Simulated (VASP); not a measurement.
**InP: single point with PBE**

InP:

```xyz
2
Lattice="0.0000 2.8995 2.6594 2.7516 0.0000 2.6594 2.7516 2.8995 0.0000" Properties=species:S:1:pos:R:3 pbc="T T T"
In    0.0000    0.0000    0.0000
P     2.7516    2.8995    2.6594
```

This cell differs from its parent crystal: strain +e along x and -e along y -0.0267, strain +e along z and -e/2 along x and y -0.0400.

| Item | Value |
| --- | --- |
| Program | VASP 6.6.1 |
| Task | single point |
| Functional | PBE |
| Potentials or basis | VASP PAW PBE potentials, release 64 (In_d, P) |
| Cutoff | 520 eV |
| k mesh | 18 × 18 × 18 |
| Occupations | gaussian, width 0.15 eV |
| Spin | no spin polarisation |

```json
{
 "Pressure": "0.9 GPa",
 "Band gap on the k mesh": "zero (band 9 reaches 7.44 eV, above the bottom of band 10 at 4.84 eV)"
}
```

Stress tensor (GPa, compression positive):
```
 0.71  0.00  0.00
 0.00 -3.48  0.00
 0.00  0.00  5.49
```

Levels at points of the mesh, in eV from the Fermi level:
```tsv
k point	band 5	band 6	band 7	band 8	band 9	band 10	band 11	band 12	band 13	band 14
(0.00, 0.00, 0.00)	-14.20	-12.02	-0.68	-0.33	0.08	0.57	6.79	7.18	7.20	7.42
(0.50, 0.00, 0.00)	-14.13	-9.97	-6.67	-0.07	0.31	2.28	3.26	3.82	5.32	11.00
(0.50, 0.50, 0.00)	-14.09	-8.49	-4.97	-2.85	-2.82	-2.21	3.68	8.92	10.43	10.45
(0.50, 0.00, 0.50)	-14.11	-9.30	-4.94	-2.36	-1.98	-1.96	4.06	9.62	9.71	10.66
(0.00, 0.50, 0.50)	-14.09	-8.78	-4.98	-2.86	-2.54	-1.85	3.86	8.57	10.16	11.14
```

Run time: 4.5 min on 1 thread of AMD EPYC 9R45 96-Core Processor (Zen 5), with other jobs on the host, peak memory 0.6 GiB.

Caveat: the cell differs from its parent crystal (strain +e along x and -e along y -0.0267, strain +e along z and -e/2 along x and y -0.0400); spin-orbit coupling is left out, which moves the levels of the heavy elements.
